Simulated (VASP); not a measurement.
# Ti2O (P-3m1) in VASP: vibrations by perturbation theory with PBEsol

Aim: the vibrations by perturbation theory of Ti2O with PBEsol.

All numbers are computed with VASP 6.6.1; they aren't measurements. Logs are shortened: lines on timing, memory, paths and dates and some standing lists are left out, and cuts for length are marked.

## 1. The cell of the first run

Symmetry: P-3m1, No. 164, trigonal system. Conventional cell: a = 2.953 Å, b = 2.953 Å, c = 4.729 Å, α = 90.00°, β = 90.00°, γ = 120.00°. Ti (site symmetry 3m) has 3 O at 2.11 Å within 2.8 Å. O (site symmetry -3m) has 6 Ti at 2.11 Å within 2.8 Å.

## 2. Vibrations by perturbation theory, PBEsol

INCAR

```
SYSTEM = Ti2O
ALGO = Normal
EDIFF = 1E-8
ENCUT = 520
GGA = PS
IBRION = 8
ISIF = 2
ISMEAR = -1
LASPH = .TRUE.
LCHARG = .FALSE.
LREAL = .FALSE.
LWAVE = .FALSE.
NBANDS = 22
NELM = 60
NSW = 1
PREC = Accurate
SIGMA = 0.15
```

KPOINTS

```
k-points
0
G
  4 4 2
  0 0 0
```

POSCAR

```
Ti2O
1.0
    2.9533177977      0.0000000000      0.0000000000
   -1.4766588989      2.5576482383      0.0000000000
    0.0000000000      0.0000000000      4.7292180358
Ti O
2 1
Direct
    0.6666666667      0.3333333333      0.2620928277
    0.3333333333      0.6666666667      0.7379071723
    0.0000000000      0.0000000000      0.0000000000
```

Potentials or basis: VASP PAW PBE potentials, release 64 (Ti_sv, O).

The run is started by

```
cat potpaw_PBE.64/Ti_sv/POTCAR potpaw_PBE.64/O/POTCAR > POTCAR
mpirun -np 1 vasp_std > vasp.out
```

OUTCAR:

```text
SYSTEM = Ti2O
   EDIFF = 1E-8
   ENCUT = 520
   GGA = PS
   IBRION = 8
   ISIF = 2
   ISMEAR = -1
   LASPH = .TRUE.
   LREAL = .FALSE.
   NELM = 60
   NSW = 1
   PREC = Accurate

 ion  position               nearest neighbor table
   1  0.667  0.333  0.262-   3 2.11   3 2.11   3 2.11   2 2.82   2 2.82   2 2.82
   2  0.333  0.667  0.738-   3 2.11   3 2.11   3 2.11   1 2.82   1 2.82   1 2.82
   3  0.000  0.000  0.000-   1 2.11   2 2.11   1 2.11   2 2.11   1 2.11   2 2.11

  LATTYP: Found a hexagonal cell.
 ALAT       =     2.9533177977
 C/A-ratio  =     1.6013237856

  Lattice vectors:

 A1 = (   2.9533177977,   0.0000000000,   0.0000000000)
 A2 = (  -1.4766588989,   2.5576482383,   0.0000000000)
 A3 = (   0.0000000000,   0.0000000000,   4.7292180358)

Analysis of symmetry for initial positions (statically):
=====================================================================
 Subroutine PRICEL returns:
 Original cell was already a primitive cell.

 Routine SETGRP: Setting up the symmetry group for a
 hexagonal supercell.

 Subroutine GETGRP returns: Found 12 space group operations
 (whereof 12 operations were pure point group operations)
 out of a pool of 24 trial point group operations.

The static configuration has the point symmetry D_3d.

Analysis of symmetry for dynamics (positions and initial velocities):
=====================================================================
 Subroutine PRICEL returns:
 Original cell was already a primitive cell.

 Routine SETGRP: Setting up the symmetry group for a
 hexagonal supercell.

 Subroutine GETGRP returns: Found 12 space group operations
 (whereof 12 operations were pure point group operations)
 out of a pool of 24 trial point group operations.

The dynamic configuration has the point symmetry D_3d.

 Subroutine INISYM returns: Found 12 space group operations
 (whereof 12 operations are pure point group operations),
 and found     1 'primitive' translations

----------------------------------------------------------------------------------------

                                     Primitive cell

  volume of cell :      35.7224

  direct lattice vectors                    reciprocal lattice vectors
     2.953317798  0.000000000  0.000000000     0.338602233  0.195492090  0.000000000
    -1.476658899  2.557648238  0.000000000     0.000000000  0.390984180  0.000000000
     0.000000000  0.000000000  4.729218036     0.000000000  0.000000000  0.211451448

  length of vectors
     2.953317798  2.953317798  4.729218036     0.390984180  0.390984180  0.211451448

  position of ions in fractional coordinates (direct lattice)
     0.666666667  0.333333333  0.262092828
     0.333333333  0.666666667  0.737907172
     0.000000000  0.000000000  0.000000000

  ion indices of the primitive-cell ions
   primitive index   ion index
                 1           1
                 2           2
                 3           3

----------------------------------------------------------------------------------------

 KPOINTS: k-points

Automatic generation of k-mesh.
 Grid dimensions read from file:
 generate k-points for:    4    4    2

 Generating k-lattice:

  Cartesian coordinates                     Fractional coordinates (reciprocal lattice)
     0.084650558  0.048873023  0.000000000     0.250000000  0.000000000  0.000000000
     0.000000000  0.097746045  0.000000000     0.000000000  0.250000000  0.000000000
     0.000000000  0.000000000  0.105725724     0.000000000  0.000000000  0.500000000

  Length of vectors
     0.097746045  0.097746045  0.105725724

  Shift w.r.t. Gamma in fractional coordinates (k-lattice)
     0.000000000  0.000000000  0.000000000

 Subroutine IBZKPT returns following result:
 ===========================================

 Found      8 irreducible k-points:

 Following reciprocal coordinates:
            Coordinates               Weight
  0.000000  0.000000  0.000000      1.000000
  0.250000  0.000000  0.000000      6.000000
[... 22 lines left out ...]
   ENCUT  =  520.0 eV  38.22 Ry    6.18 a.u.   5.49  5.49  8.79*2*pi/ulx,y,z
   NELM   =     60;   NELMIN=  2; NELMDL= -5     # of ELM steps
   EDIFF  = 0.1E-07   stopping-criterion for ELM
   LREAL  =      F    real-space projection
   EDIFFG = 0.1E-06   stopping-criterion for IOM
   NSW    =      1    number of steps for IOM
   IBRION =      8    ionic relax: 0-MD 1-quasi-New 2-CG
   NFREE  =      0    steps in history (QN), initial steepest desc. (CG)
   ISIF   =      2    stress and relaxation
   ISYM   =      2    0-nonsym 1-usesym 2-fastsym
   POTIM  = 0.5000    time-step for ionic-motion
   TEBEG  =    0.0;   TEEND  =   0.0 temperature during run
   PSTRESS=    0.0 pullay stress
   NELECT =      30.0000    total number of electrons
   NUPDOWN=      -1.0000    fix difference up-down
   EMIN   =  10.00;   EMAX   =-10.00  energy-range for DOS
   EFERMI =   0.00;   METHOD = LEGACY
   ISMEAR =    -1;   SIGMA  =   0.15  broadening in eV -4-tet -1-fermi 0-gaus
   EFERMI_NEDOS =   21; number of points for ismear=-14 and -15
   IALGO  =     38    algorithm
   IMIX   =      4    mixing-type and parameters
     AMIX     =   0.40;   BMIX     =  1.00
     AMIX_MAG =   1.60;   BMIX_MAG =  1.00
  volume/ion in A,a.u.               =      11.91        80.36
  Fermi-wavevector in a.u.,A,eV,Ry     =   1.544549  2.918775 32.458506  2.385633
  Thomas-Fermi vector in A             =   2.650054
   LORBIT       =      0    0 simple, 1 ext, 2 COOP (PROOUT), +10 PAW based schemes
   GGA     = PS    functional components
   LHFCALC =     F    Hartree Fock is set to
   AEXX    =    0.0000 exact exchange contribution
   IVDW    =     0    specifies the selected vdW correction
   LEPSILON=     F    determine dielectric tensor
   LRPA    =     F    only Hartree local field effects (RPA)
 non-spin polarized calculation
  energy-cutoff  :      520.00
  volume of cell :       35.72
 maximum number of plane-waves:       990
 NGX is ok and might be reduce to    24
   NGX = 11   NGY = 11   NGZ = 17

--------------------------------------- Ionic step        1  -------------------------------------------

 number of electron      29.9999997 magnetization

 Free energy of the ion-electron system (eV)
  ---------------------------------------------------
  ext. energy  EPLUGINS =         0.00000000
  ---------------------------------------------------
  free energy    TOTEN  =       -27.67485851 eV

  energy without entropy =      -27.59715398  energy(sigma->0) =      -27.63600625

 E-fermi :   9.9727     XC(G=0): -12.5730

 val. band max:        9.8529769092   @ k =   0.5000   0.0000   0.5000
 cond. band min:      10.0000217957   @ k =   0.0000   0.0000   0.0000
 fundamental gap:      0.1470448865
 Fermi energy:         9.9727497318

 k-point     1 :       0.0000    0.0000    0.0000
  band No.  band energies     occupation
      1     -46.9702      2.00000
      2     -46.8339      2.00000
      3     -23.7532      2.00000
      4     -23.0693      2.00000
      5     -23.0693      2.00000
      6     -22.9813      2.00000
[... 189 lines left out ...]
     21      13.2579      0.00000
     22      13.3060      0.00000

------------------------ aborting loop because EDIFF is reached ----------------------------------------

  FORCE on cell =-STRESS in cart. coord.  units (eV):
  Direction    XX          YY          ZZ          XY          YZ          ZX
  --------------------------------------------------------------------------------------
  -------------------------------------------------------------------------------------
  Total       -0.1274920     -0.1274920      0.3471159      0.0000000      0.0000000      0.0000000
  in kB       -5.7181190     -5.7181190     15.5684257      0.0000000      0.0000000      0.0000000
  external PRESSURE =       1.3773959 kB  Pullay stress =       0.0000000 kB

 VOLUME and BASIS-vectors are now :
 -----------------------------------------------------------------------------
  energy-cutoff  :      520.00
  volume of cell :       35.72
      direct lattice vectors                 reciprocal lattice vectors
     2.953317798  0.000000000  0.000000000     0.338602233  0.195492090  0.000000000
    -1.476658899  2.557648238  0.000000000     0.000000000  0.390984180  0.000000000
     0.000000000  0.000000000  4.729218036     0.000000000  0.000000000  0.211451448

 POSITION                                       TOTAL-FORCE (eV/Angst)
 -----------------------------------------------------------------------------------
      1.47666      0.85255      1.23949         0.000000      0.000000      0.196169
     -0.00000      1.70510      3.48972        -0.000000      0.000000     -0.196169
      0.00000      0.00000      0.00000         0.000000      0.000000      0.000000
 -----------------------------------------------------------------------------------
    total drift:                                0.000000     -0.000000     -0.000000

  FREE ENERGIE OF THE ION-ELECTRON SYSTEM (eV)
  ---------------------------------------------------
  free  energy   TOTEN  =       -27.6748585149 eV

  energy  without entropy=      -27.5971539802  energy(sigma->0) =      -27.63600625

[... ionic steps 2 to 9 ...]

--------------------------------------- Ionic step       10  -------------------------------------------

------------------------ aborting loop because EDIFF is reached ----------------------------------------

[... ionic steps 11 to 11 ...]

--------------------------------------- Ionic step       12  -------------------------------------------

 Free energy of the ion-electron system (eV)
  ---------------------------------------------------
  ---------------------------------------------------
  free energy    TOTEN  =        -0.38059656 eV

  energy without entropy =       -0.38059655

------------------------ aborting loop because EDIFF is reached ----------------------------------------

 INTERNAL STRAIN TENSOR  FOR ION    3  DIRECTION 3   (eV/Angst):
 -----------------------------------------------------------------------------
    -0.00883  0.00000  0.00000
     0.00000 -0.00883  0.00000
    -0.00000  0.00000 -0.00040

 INTERNAL STRAIN TENSOR FOR ION    3 for displacements in x,y,z  (eV/Angst):
          X           Y           Z          XY          YZ          ZX
  --------------------------------------------------------------------------------
  x     0.00000     0.00000     0.00000     0.00000     0.00000     0.00000
  y     0.00000     0.00000     0.00000     0.00000     0.00000     0.00000
  z     0.00000     0.00000     0.00000     0.00000     0.00000     0.00000

 SECOND DERIVATIVES (NOT SYMMETRIZED)
 ------------------------------------
               1X          1Y          1Z          2X          2Y          2Z          3X          3Y          3Z
  1X    -4.837892    0.000000    0.000000   -0.005566    0.000000    0.000000    4.843458   -0.000000   -0.000000
  1Y     0.000000   -4.837892   -0.000000    0.000000   -0.005566    0.000000   -0.000000    4.843458   -0.000000
  1Z    -0.000000   -0.000000  -11.666845    0.000000    0.000000    5.793508    0.000000    0.000000    5.873337
  2X    -0.005566    0.000000    0.000000   -4.837892    0.000000    0.000000    4.843458   -0.000000   -0.000000
  2Y     0.000000   -0.005566    0.000000    0.000000   -4.837892   -0.000000   -0.000000    4.843458   -0.000000
  2Z     0.000000    0.000000    5.793508   -0.000000   -0.000000  -11.666845    0.000000    0.000000    5.873337
  3X     4.837468   -0.000000    0.000000    4.837468   -0.000000    0.000000   -9.674935    0.000000    0.000000
  3Y    -0.000000    4.837468    0.000000   -0.000000    4.837468    0.000000    0.000000   -9.674935    0.000000
  3Z     0.000000    0.000000    5.875343    0.000000    0.000000    5.875343   -0.000000    0.000000  -11.750685

 Eigenvectors and eigenvalues of the dynamical matrix
 ----------------------------------------------------

   1 f  =   14.473143 THz    90.937437 2PiTHz  482.772074 cm-1    59.856082 meV
             X         Y         Z           dx          dy          dz
      1.476659  0.852549  1.239494     0.000000    0.000000   -0.267509
     -0.000000  1.705099  3.489724     0.000000    0.000000   -0.267509
      0.000000  0.000000  0.000000    -0.000000   -0.000000    0.925677
[... 43 lines left out ...]
   9 f/i=    0.002848 THz     0.017892 2PiTHz    0.094986 cm-1     0.011777 meV
             X         Y         Z           dx          dy          dz
      1.476659  0.852549  1.239494    -0.090077    0.648250   -0.000000
     -0.000000  1.705099  3.489724    -0.090077    0.648250   -0.000000
      0.000000  0.000000  0.000000    -0.052104    0.374968   -0.000000

--------------------------------------------------------------------------------------------------------

 ELASTIC MODULI CONTR FROM IONIC RELAXATION (kBar)
 Direction    XX          YY          ZZ          XY          YZ          ZX
 --------------------------------------------------------------------------------
 XX        -253.0432   -252.0774    136.0532      0.0000      5.0401     -0.0000
 YY        -252.0774   -253.0432    136.0532      0.0000     -5.0401      0.0000
 ZZ         136.0532    136.0532    -73.2913     -0.0000      0.0000      0.0000
 XY           0.0000      0.0000     -0.0000     -0.4829      0.0000     10.8273
 YZ           5.0401     -5.0401      0.0000      0.0000    -52.6065      0.0000
 ZX          -0.0000      0.0000      0.0000     10.8273      0.0000   -242.7726
 --------------------------------------------------------------------------------
```

Wall time 6.2 min (1 thread of Intel Xeon 8259CL, shared host); peak memory 0.19 GiB.

What came out:

```yaml
Highest_phonon_frequency_at_Γ_LO-TO_splitting_left_out: 483 cm⁻¹
```

Phonon frequencies in cm⁻¹ (negative: imaginary):
```csv
q point,frequencies
"(0.000, 0.000, 0.000)",0 0 0 166 166 315 438 438 483
```

Caveat: the k points lie up to 0.66 Å⁻¹ apart; the PAW data sets were made with another functional, which shifts forces and pressure a little.
